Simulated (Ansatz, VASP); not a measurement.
# Pb: VASP beside Ansatz

File INCAR:

```
SYSTEM = Pb
PREC = Accurate ; ENCUT = 520
EDIFF = 1E-6 ; ISMEAR = 0
SIGMA = 0.15 ; LREAL = .FALSE.
LASPH = .TRUE. ; NELM = 100
ALGO = Fast ; ISIF = 2
LWAVE = .FALSE. ; LCHARG = .FALSE.
GGA = PS ; NBANDS = 13
```

The input KPOINTS:

```
regular mesh
0
G
  18 18 18
  0 0 0
```

Contents of POSCAR:

```
Pb
1.0
   -1.9796595667      1.9796595667      2.0786425450
    1.9796595667     -1.9796595667      2.0786425450
    1.9796595667      1.9796595667     -2.0786425450
Pb
1
Direct
    0.0000000000      0.0000000000      0.0000000000
```

Input for Ansatz:

```yaml
crystal:
  lattice:
    - [-1.9796595667, 1.9796595667, 2.078642545]
    - [1.9796595667, -1.9796595667, 2.078642545]
    - [1.9796595667, 1.9796595667, -2.078642545]
  atoms:
    - { symbol: Pb, position: [0.0, 0.0, 0.0] }
basis:
  ecutwfc: 420
kpoints:
  mp_grid: { grid: [18, 18, 18] }
hamiltonian:
  xc: pbesol
scf:
  occupations: { method: gaussian, width: 0.15 }
output:
  forces: true
  stress: true
  eigenvalues: true
```

Change from the starting cell: strain +0.000 along x and y, +0.050 along z, atoms carried along.

Alike in both runs: task single point; functional PBEsol; k mesh 18 × 18 × 18; occupations gaussian, width 0.15 eV; no spin polarisation.

|  | VASP | Ansatz |
| --- | --- | --- |
| version | VASP 6.6.1 | Ansatz 0.2.0 |
| potentials or method | VASP PAW PBE potentials, release 64 (Pb_d), cutoff 520 eV | scalar-relativistic, plane waves, PAW |
| valence electrons in the cell | 14 | 14 |

|  | VASP | Ansatz | Ansatz less VASP |
| --- | --- | --- | --- |
| gap on the k mesh at the Fermi level (eV) | none | none | - |
| pressure (GPa) | -3.3 | -3.3 | +0.02 |
| traceless stress, the component that is largest in VASP (GPa) | 0.61 | 0.61 | -0.003 |

VASP's potentials were made for PBE, not for PBEsol. A gap of «none» marks a metal or a gap that the smearing closes.

Neither program's run includes spin-orbit coupling.
